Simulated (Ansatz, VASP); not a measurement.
BaS in VASP and in Ansatz

```
Ba S
1.0
     0.00000    3.23412    3.23412
     3.23412    0.00000    3.23412
     3.23412    3.23412    0.00000
Ba S
1 1
Direct
  0.00000 0.00000 0.00000
  0.50000 0.50000 0.50000
```

Alike in both runs: task relaxation of the atoms; functional r2SCAN; k mesh 8 × 8 × 8; occupations fermi-dirac, width 0.02 eV; no spin polarisation.

|  | VASP | Ansatz |
| --- | --- | --- |
| version | VASP 6.6.1 | Ansatz 0.2.0 |
| potentials or method | VASP PAW PBE potentials, release 64 (Ba_sv, S), cutoff 520 eV | PAW plane waves |
| valence electrons in the cell | 16 | 16 |

VASP gave:

```
gap on the k mesh at the Fermi level, each at its own relaxed structure (eV) : 2.52
```

Q: What did Ansatz give for the same quantities?

A: gap on the k mesh at the Fermi level, each at its own relaxed structure (eV): 2.61.

VASP's potentials were made for PBE, not for r2SCAN. Ansatz's warnings: stress scf threshold loose.

Spin-orbit coupling is off throughout. Noted on VASP's run: the relaxation stopped at its first step, so nothing moved.
